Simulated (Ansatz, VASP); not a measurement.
Two plane-wave programs on Li2O

File INCAR:

```
PREC = Accurate
ENCUT = 750
EDIFF = 1E-6
ISMEAR = 0
SIGMA = 0.02
LREAL = F
LASPH = T
NELM = 120
ALGO = Normal
ISIF = 2
LWAVE = F
LCHARG = F
GGA = PE
NBANDS = 13
GGA_COMPAT = F
```

The input KPOINTS:

```
Automatic mesh
0
Gamma
  7 7 7
```

Contents of POSCAR:

```
Li2O
1.0
    0.0000000000      2.3050000000      2.3203666667
    2.3050000000      0.0000000000      2.3203666667
    2.3050000000      2.3050000000      0.0000000000
Li O
2 1
Direct
    0.2500000000      0.2500000000      0.2500000000
    0.7500000000      0.7500000000      0.7500000000
    0.0000000000      0.0000000000      0.0000000000
```

Input for Ansatz:

```yaml
crystal:
  lattice:
    - [0.0, 2.305, 2.3203666666666667]
    - [2.305, 0.0, 2.3203666666666667]
    - [2.305, 2.305, 0.0]
  atoms:
    - { symbol: Li, position: [0.25, 0.25, 0.25] }
    - { symbol: Li, position: [0.75, 0.75, 0.75] }
    - { symbol: O, position: [0.0, 0.0, 0.0] }
basis:
  ecutwfc: 462.593566181796
kpoints:
  mp_grid:
    grid: [7, 7, 7]
hamiltonian:
  xc: pbe
  pseudopotentials:
    kind: paw
scf:
  occupations:
    method: gaussian
    width: 0.02
output:
  stress: true
```

Alike in both runs: task single point; functional PBE; k mesh 7 × 7 × 7; occupations gaussian, width 0.02 eV; no spin polarisation.

|  | VASP | Ansatz |
| --- | --- | --- |
| version | VASP 6.6.1 | Ansatz 0.2.0 |
| potentials or method | VASP PAW PBE potentials, release 64 (Li_sv, O), cutoff 750 eV | plane waves, PAW |
| valence electrons in the cell | 12 | 12 |

|  | VASP | Ansatz | Ansatz less VASP |
| --- | --- | --- | --- |
| pressure (GPa) | 0.0 | 0.3 | +0.32 |
| traceless stress, the component that is largest in VASP (GPa) | -0.82 | -0.82 | -0.003 |
